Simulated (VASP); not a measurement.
Runs of VASP 6.6.1 on Ti. The structure is that of space group I4/mmm (No. 139), or close to it. The cells are those of the table. 

| cell | gap on the mesh (eV) | pressure (GPa) |
| --- | --- | --- |
| a = 2.693 Å, angles 111.8, 111.8, 104.9°, 1 atom | none | 19.0 |
| a = 2.769 Å, angles 107.3, 107.3, 113.9°, 1 atom | none | (b) |
| a = 2.733 Å, angles 112.9, 112.9, 102.7°, 1 atom | none | (a) |
| a = 2.806 Å, angles 111.7, 111.7, 105.1°, 1 atom | none | 1.9 |
| a = 2.775 Å, angles 114.1, 114.1, 100.6°, 1 atom | none | 8.1 |

Alike in all rows: task single point; level PBE; potentials or basis VASP PAW PBE potentials, release 64 (Ti_sv); no spin polarisation; k mesh 14 × 14 × 14; cutoff (eV) 500; smearing gaussian 0.15 eV.

Estimate the missing entries.

(a) 13.2; (b) 6.7.

Caveats: the cell stands under pressure (at least some runs).

A gap of «none» marks levels without a gap at the run's occupations.
